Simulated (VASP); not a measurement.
TiH:

```
Ti H
1.0
     2.87758    0.00000    0.00000
    -1.43879    2.49206    0.00000
     0.00000    0.00000    5.26329
Ti H
2 2
Direct
  0.00000 0.00000 0.00000
  0.00000 0.00000 0.50000
  0.66667 0.33333 0.75000
  0.33333 0.66667 0.25000
```

Base run:

```yaml
Program: VASP 6.6.1
Functional: r2SCAN
Potentials_or_basis: VASP PAW PBE potentials, release 64 (Ti_sv, H)
Cutoff: 520 eV
k_mesh: 11 × 11 × 5
Occupations: methfessel-paxton, width 0.1 eV
Spin: no spin polarisation
```

Its results: band gap on the k mesh zero (band 13 reaches 9.46 eV, above the bottom of band 14 at 8.09 eV); pressure -1.3 GPa.

Problem. The run is repeated on the same cell with these changes: k mesh from 11 × 11 × 5 to 7 × 7 × 4; further incar settings from ALGO = Normal; EDIFF = 1e-06; NBANDS = 21 to ALGO = Normal; EDIFF = 1e-07; NBANDS = 21. What comes out?

Solution. Band gap on the k mesh zero (band 13 reaches 9.60 eV, above the bottom of band 14 at 8.33 eV); pressure -2.6 GPa.

Caveats: some runs use coarse meshes; the PAW data sets were made with another functional, which shifts forces and pressure a little.
